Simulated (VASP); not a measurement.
# NiC (P4_2/mmc) in VASP: single point with PBE

Aim: the single point of NiC with PBE.

Everything below comes from runs of VASP 6.6.1. Logs are shortened: lines on timing, memory, paths and dates and some standing lists are left out, and cuts for length are marked.

## Step 1: The cell of the first run

The structure is tetragonal, space group P4_2/mmc (No. 131). Conventional cell: a = 3.498 Å, b = 3.498 Å, c = 4.947 Å, α = 90.00°, β = 90.00°, γ = 90.00°. Ni (site symmetry -4m2) has 4 C at 2.14 Å and 2 Ni at 2.47 Å within 2.8 Å. Within 2.8 Å of C (site symmetry mmm) lie 4 Ni at 2.14 Å.

## Step 2: Single point, PBE, collinear spin, ferromagnetic start (atoms taken out)

File INCAR:

```
SYSTEM = NiC
PREC = Accurate ; ENCUT = 520
EDIFF = 1E-6 ; ISMEAR = 0
SIGMA = 0.1 ; LREAL = .False.
LASPH = .True. ; NELM = 150
ALGO = Normal ; ISIF = 2
LWAVE = .False. ; LCHARG = .False.
ISPIN = 2 ; MAGMOM = 2 2 0 0
LORBIT = 11 ; LMAXMIX = 4
GGA = PE ; NBANDS = 26
```

File KPOINTS:

```
Automatic mesh
0
Gamma
  6 6 4
  0 0 0
```

File POSCAR:

```
NiC
1.0
    3.4978713500      0.0000000000      0.0000000000
    0.0000000000      3.4978713500      0.0000000000
    0.0000000000      0.0000000000      4.9467371100
Ni C
2 2
Direct
    0.5000000000      0.5000000000      0.2500000000
    0.5000000000      0.5000000000      0.7500000000
    0.0000000000      0.5000000000      0.0000000000
    0.5000000000      0.0000000000      0.5000000000
```

Potentials or basis: VASP PAW PBE potentials, release 64 (Ni, C).

Launch:

```sh
$ cat potpaw_PBE.64/Ni/POTCAR potpaw_PBE.64/C/POTCAR > POTCAR
$ mpirun -np 1 vasp_std > vasp.out
```

OUTCAR:

```text
SYSTEM = NiC
   PREC = Accurate
   ENCUT = 520
   EDIFF = 1E-6
   ISMEAR = 0
   LREAL = .False.
   LASPH = .True.
   NELM = 150
   ISIF = 2
   ISPIN = 2
   LORBIT = 11
   GGA = PE

 ion  position               nearest neighbor table
   1  0.500  0.500  0.250-   3 2.14   4 2.14   4 2.14   3 2.14   2 2.47   2 2.47
   2  0.500  0.500  0.750-   3 2.14   4 2.14   4 2.14   3 2.14   1 2.47   1 2.47
   3  0.000  0.500  0.000-   1 2.14   2 2.14   1 2.14   2 2.14
   4  0.500  0.000  0.500-   1 2.14   2 2.14   1 2.14   2 2.14

  LATTYP: Found a simple tetragonal cell.
 ALAT       =     3.4978713500
 C/A-ratio  =     1.4142135645

  Lattice vectors:

 A1 = (   3.4978713500,   0.0000000000,   0.0000000000)
 A2 = (   0.0000000000,   3.4978713500,   0.0000000000)
 A3 = (   0.0000000000,   0.0000000000,   4.9467371100)

Analysis of symmetry for initial positions (statically):
=====================================================================
 Subroutine PRICEL returns:
 Original cell was already a primitive cell.

 Routine SETGRP: Setting up the symmetry group for a
 simple tetragonal supercell.

 Subroutine GETGRP returns: Found 16 space group operations
 (whereof  8 operations were pure point group operations)
 out of a pool of 16 trial point group operations.

The static configuration has the point symmetry D_2h.
 The point group associated with its full space group is D_4h.

Analysis of symmetry for dynamics (positions and initial velocities):
=====================================================================
 Subroutine PRICEL returns:
 Original cell was already a primitive cell.

 Routine SETGRP: Setting up the symmetry group for a
 simple tetragonal supercell.

 Subroutine GETGRP returns: Found 16 space group operations
 (whereof  8 operations were pure point group operations)
 out of a pool of 16 trial point group operations.

The dynamic configuration has the point symmetry D_2h.
 The point group associated with its full space group is D_4h.

Analysis of structural, dynamic, and magnetic symmetry:
=====================================================================
 Subroutine PRICEL returns:
 Original cell was already a primitive cell.

 Routine SETGRP: Setting up the symmetry group for a
 simple tetragonal supercell.

 Subroutine GETGRP returns: Found 16 space group operations
 (whereof  8 operations were pure point group operations)
 out of a pool of 16 trial point group operations.

The overall configuration has the point symmetry D_2h.
 The point group associated with its full space group is D_4h.

 Subroutine INISYM returns: Found 16 space group operations
 (whereof  8 operations are pure point group operations),
 and found     1 'primitive' translations

----------------------------------------------------------------------------------------

                                     Primitive cell

  volume of cell :      60.5238

  direct lattice vectors                    reciprocal lattice vectors
     3.497871350  0.000000000  0.000000000     0.285888159  0.000000000  0.000000000
     0.000000000  3.497871350  0.000000000     0.000000000  0.285888159  0.000000000
     0.000000000  0.000000000  4.946737110     0.000000000  0.000000000  0.202153455

  length of vectors
     3.497871350  3.497871350  4.946737110     0.285888159  0.285888159  0.202153455

  position of ions in fractional coordinates (direct lattice)
     0.500000000  0.500000000  0.250000000
     0.500000000  0.500000000  0.750000000
     0.000000000  0.500000000  0.000000000
     0.500000000  0.000000000  0.500000000

  ion indices of the primitive-cell ions
   primitive index   ion index
                 1           1
                 2           2
                 3           3
                 4           4

----------------------------------------------------------------------------------------

 KPOINTS: Automatic mesh

Automatic generation of k-mesh.
 Grid dimensions read from file:
 generate k-points for:    6    6    4

 Generating k-lattice:

  Cartesian coordinates                     Fractional coordinates (reciprocal lattice)
     0.047648026  0.000000000  0.000000000     0.166666667  0.000000000  0.000000000
     0.000000000  0.047648026  0.000000000     0.000000000  0.166666667  0.000000000
     0.000000000  0.000000000  0.050538364     0.000000000  0.000000000  0.250000000

  Length of vectors
     0.047648026  0.047648026  0.050538364

  Shift w.r.t. Gamma in fractional coordinates (k-lattice)
     0.000000000  0.000000000  0.000000000

 Subroutine IBZKPT returns following result:
 ===========================================

 Found     30 irreducible k-points:

 Following reciprocal coordinates:
            Coordinates               Weight
  0.000000  0.000000  0.000000      1.000000
  0.166667  0.000000  0.000000      4.000000
  0.333333  0.000000  0.000000      4.000000
  0.500000  0.000000  0.000000      2.000000
  0.166667  0.166667  0.000000      4.000000
  0.333333  0.166667  0.000000      8.000000
[... 16 lines left out ...]
  0.333333  0.000000  0.500000      4.000000
  0.500000  0.000000  0.500000      2.000000
 [... further k-points ...]
   k-points           NKPTS =     30   k-points in BZ     NKDIM =     30   number of bands    NBANDS=     26
   number of dos      NEDOS =    301   number of ions     NIONS =      4
   total plane-waves  NPLWV =  31360
   dimension x,y,z NGX =    28 NGY =   28 NGZ =   40
   dimension x,y,z NGXF=    56 NGYF=   56 NGZF=   80
   ions per type =               2   2
   NGX,Y,Z   is equivalent  to a cutoff of  13.31, 13.31, 13.44 a.u.
   NGXF,Y,Z  is equivalent  to a cutoff of  26.62, 26.62, 26.89 a.u.
 SYSTEM =  NiC
   PREC   = accura    normal or accurate (medium, high low for compatibility)
   ISTART =      0    job   : 0-new  1-cont  2-samecut
   ICHARG =      2    charge: 1-file 2-atom 10-const
   ISPIN  =      2    spin polarized calculation?
   LNONCOLLINEAR =      F non collinear calculations
   LSORBIT =      F    spin-orbit coupling
   LASPH  =      T    aspherical Exc in radial PAW
   ENCUT  =  520.0 eV  38.22 Ry    6.18 a.u.   6.50  6.50  9.20*2*pi/ulx,y,z
   NELM   =    150;   NELMIN=  2; NELMDL= -5     # of ELM steps
   EDIFF  = 0.1E-05   stopping-criterion for ELM
   LREAL  =      F    real-space projection
   EDIFFG = 0.1E-04   stopping-criterion for IOM
   NSW    =      0    number of steps for IOM
   IBRION =     -1    ionic relax: 0-MD 1-quasi-New 2-CG
   NFREE  =      0    steps in history (QN), initial steepest desc. (CG)
   ISIF   =      2    stress and relaxation
   ISYM   =      2    0-nonsym 1-usesym 2-fastsym
   POTIM  = 0.5000    time-step for ionic-motion
   TEBEG  =    0.0;   TEEND  =   0.0 temperature during run
   PSTRESS=    0.0 pullay stress
   NELECT =      28.0000    total number of electrons
   NUPDOWN=      -1.0000    fix difference up-down
   EMIN   =  10.00;   EMAX   =-10.00  energy-range for DOS
   EFERMI =   0.00;   METHOD = LEGACY
   ISMEAR =     0;   SIGMA  =   0.10  broadening in eV -4-tet -1-fermi 0-gaus
   EFERMI_NEDOS =   21; number of points for ismear=-14 and -15
   IALGO  =     38    algorithm
   IMIX   =      4    mixing-type and parameters
     AMIX     =   0.40;   BMIX     =  1.00
     AMIX_MAG =   1.60;   BMIX_MAG =  1.00
  volume/ion in A,a.u.               =      15.13       102.11
  Fermi-wavevector in a.u.,A,eV,Ry     =   1.266151  2.392678 21.812005  1.603137
  Thomas-Fermi vector in A             =   2.399366
   LORBIT       =     11    0 simple, 1 ext, 2 COOP (PROOUT), +10 PAW based schemes
   GGA     = PE    functional components
   LHFCALC =     F    Hartree Fock is set to
   AEXX    =    0.0000 exact exchange contribution
   IVDW    =     0    specifies the selected vdW correction
   LEPSILON=     F    determine dielectric tensor
   LRPA    =     F    only Hartree local field effects (RPA)
 spin polarized calculation
 Gauss-broadening in eV      SIGMA  =   0.10
  energy-cutoff  :      520.00
  volume of cell :       60.52
 maximum number of plane-waves:      1666
 NGX is ok and might be reduce to    28
   NGX = 13   NGY = 13   NGZ = 19

 number of electron      27.9999989 magnetization      -0.0032414

 number of electron      27.9999989 magnetization       0.0035020

 Free energy of the ion-electron system (eV)
  ---------------------------------------------------
  ext. energy  EPLUGINS =         0.00000000
  ---------------------------------------------------
  free energy    TOTEN  =       -22.67999361 eV

  energy without entropy =      -22.65955380  energy(sigma->0) =      -22.66977371

 E-fermi :   3.0298     XC(G=0):  -9.9495

 val. band max:        3.0234324401   @ k =   0.3333   0.0000   0.0000
 cond. band min:       3.0440310055   @ k =   0.1667   0.0000   0.5000
 fundamental gap:      0.0205985654
 Fermi energy:         3.0298383039

 spin component 1

 k-point     1 :       0.0000    0.0000    0.0000
  band No.  band energies     occupation
      1      -8.2099      1.00000
      2      -6.3073      1.00000
      3      -1.0814      1.00000
      4      -0.9310      1.00000
      5      -0.9310      1.00000
      6      -0.1400      1.00000
[... 685 lines left out ...]
     25      15.5739      0.00000
     26      16.5090      0.00000

 [... further k-points ...]

 spin component 2

 k-point     1 :       0.0000    0.0000    0.0000
  band No.  band energies     occupation
      1      -8.2096      1.00000
      2      -6.3069      1.00000
      3      -1.0806      1.00000
      4      -0.9303      1.00000
      5      -0.9303      1.00000
      6      -0.1389      1.00000
[... 685 lines left out ...]
     25      15.5743      0.00000
     26      16.5094      0.00000

 [... further k-points ...]

------------------------ aborting loop because EDIFF is reached ----------------------------------------

  FORCE on cell =-STRESS in cart. coord.  units (eV):
  Direction    XX          YY          ZZ          XY          YZ          ZX
  --------------------------------------------------------------------------------------
  -------------------------------------------------------------------------------------
  Total      -11.5440648    -11.5440648    -10.3318977      0.0000000      0.0000000      0.0000000
  in kB     -305.5926056   -305.5926056   -273.5043168      0.0000000      0.0000000      0.0000000
  external PRESSURE =    -294.8965094 kB  Pullay stress =       0.0000000 kB

 VOLUME and BASIS-vectors are now :
 -----------------------------------------------------------------------------
  energy-cutoff  :      520.00
  volume of cell :       60.52
      direct lattice vectors                 reciprocal lattice vectors
     3.497871350  0.000000000  0.000000000     0.285888159  0.000000000  0.000000000
     0.000000000  3.497871350  0.000000000     0.000000000  0.285888159  0.000000000
     0.000000000  0.000000000  4.946737110     0.000000000  0.000000000  0.202153455

 POSITION                                       TOTAL-FORCE (eV/Angst)
 -----------------------------------------------------------------------------------
      1.74894      1.74894      1.23668        -0.000000      0.000000      0.000000
      1.74894      1.74894      3.71005         0.000000     -0.000000     -0.000000
      0.00000      1.74894      0.00000         0.000000      0.000000     -0.000000
      1.74894      0.00000      2.47337         0.000000      0.000000     -0.000000
 -----------------------------------------------------------------------------------
    total drift:                                0.000000      0.000000      0.000000

  FREE ENERGIE OF THE ION-ELECTRON SYSTEM (eV)
  ---------------------------------------------------
  free  energy   TOTEN  =       -22.6799936119 eV

  energy  without entropy=      -22.6595537988  energy(sigma->0) =      -22.66977371

 total charge

# of ion       s       p       d       tot
------------------------------------------
    1        0.413   0.436   8.231   9.080
    2        0.413   0.436   8.231   9.080
    3        0.937   1.154   0.000   2.091
    4        0.937   1.154   0.000   2.091
--------------------------------------------------
tot          2.701   3.179  16.463  22.342

 magnetization (x)

# of ion       s       p       d       tot
------------------------------------------
    1        0.000   0.000   0.001   0.001
    2        0.000   0.000   0.001   0.001
    3        0.000   0.000   0.000   0.000
    4        0.000   0.000   0.000   0.000
--------------------------------------------------
tot          0.000   0.000   0.002   0.002
```

Run time: 3.7 min. Hardware: 1 thread of Intel Xeon 8259CL, shared host; peak memory 0.24 GiB.

Results:

```
Free energy                                           : -22.6800 eV
Pressure                                              : -29.5 GPa
Band gap on the k mesh                                : zero (filled and empty bands overlap)
Net moment                                            : 0.00 μB per cell
Valence electrons inside the program's atomic spheres : Ni 9.08; C 2.09
```

Levels at points of the mesh, in eV from the Fermi level:
Spin up:
| k point | band 12 | band 13 | band 14 | band 15 | band 16 | band 17 |
| --- | --- | --- | --- | --- | --- | --- |
| (0.00, 0.00, 0.00) | -1.35 | -0.53 | -0.53 | 0.15 | 2.45 | 2.45 |
| (0.50, 0.00, 0.00) | -1.35 | -1.29 | -0.32 | 0.15 | 0.93 | 1.21 |
| (0.50, 0.50, 0.00) | -1.57 | -1.05 | -0.52 | -0.01 | -0.01 | 0.19 |
| (0.00, 0.00, 0.50) | -1.67 | 0.79 | 0.79 | 0.95 | 0.95 | 1.69 |
| (0.50, 0.00, 0.50) | -1.80 | -1.47 | -1.20 | 1.37 | 1.53 | 1.87 |
| (0.50, 0.50, 0.50) | -1.27 | -1.14 | -1.14 | -1.11 | -1.11 | 0.45 |
Spin down:
| k point | band 11 | band 12 | band 13 | band 14 | band 15 | band 16 | band 17 | band 18 |
| --- | --- | --- | --- | --- | --- | --- | --- | --- |
| (0.00, 0.00, 0.00) | -1.35 | -1.35 | -0.53 | -0.53 | 0.15 | 2.45 | 2.45 | 2.61 |
| (0.50, 0.00, 0.00) | -1.36 | -1.34 | -1.29 | -0.32 | 0.15 | 0.93 | 1.21 | 1.52 |
| (0.50, 0.50, 0.00) | -1.84 | -1.57 | -1.05 | -0.52 | -0.01 | -0.01 | 0.19 | 0.53 |
| (0.00, 0.00, 0.50) | -1.66 | -1.66 | 0.79 | 0.79 | 0.95 | 0.95 | 1.69 | 1.69 |
| (0.50, 0.00, 0.50) | -1.81 | -1.80 | -1.47 | -1.20 | 1.37 | 1.53 | 1.87 | 2.09 |
| (0.50, 0.50, 0.50) | -1.27 | -1.27 | -1.13 | -1.13 | -1.11 | -1.11 | 0.45 | 0.45 |

Caveat: the cell differs from its parent crystal (atoms taken out); the cell stands under tension; the moments typed at the start vanished in this run.

The gap in the log of VASP goes by the Fermi energy; the results here count the filled bands.